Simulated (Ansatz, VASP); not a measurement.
## One calculation of C, two programs

```
CELL_PARAMETERS angstrom
1.78340 -1.78340 0.00000
1.78340 0.00000 -1.78340
8.86565 8.86565 8.86565
ATOMIC_POSITIONS crystal
C 0.66667 0.66667 0.21795
C 0.00000 0.00000 0.08384
C 0.33333 0.33333 0.35205
C 0.66667 0.66667 0.62027
C 0.00000 0.00000 0.48616
C 0.33333 0.33333 0.75437
C 0.66667 0.66667 0.31853
C 0.00000 0.00000 0.18442
C 0.33333 0.33333 0.45263
C 0.66667 0.66667 0.72084
C 0.00000 0.00000 0.58674
C 0.33333 0.33333 0.05032
```

Alike in both runs: task single point; functional PBE; k mesh 10 × 10 × 2; occupations gaussian, width 0.05 eV; no spin polarisation.

|  | VASP | Ansatz |
| --- | --- | --- |
| version | VASP 6.6.1 | Ansatz 0.2.0 |
| potentials or method | VASP PAW PBE potentials, release 64 (C), cutoff 520 eV | scalar-relativistic, plane waves, PAW |
| valence electrons in the cell | 48 | 48 |

```csv
,VASP,Ansatz,Ansatz less VASP
gap on the k mesh at the Fermi level (eV),none,none,-
pressure (GPa),-0.8,-1.3,-0.54
"traceless stress, the component that is largest in VASP (GPa)",-1.29,-1.28,+0.009
rms of the force components (eV/Å),1.398,1.402,+0.0043
```

Atom by atom the forces differ by 0.007 eV/Å (rms over components). A gap of «none» marks a metal or a gap that the smearing closes. The functional is the same, so the differences come from potentials, cutoffs and numerics.
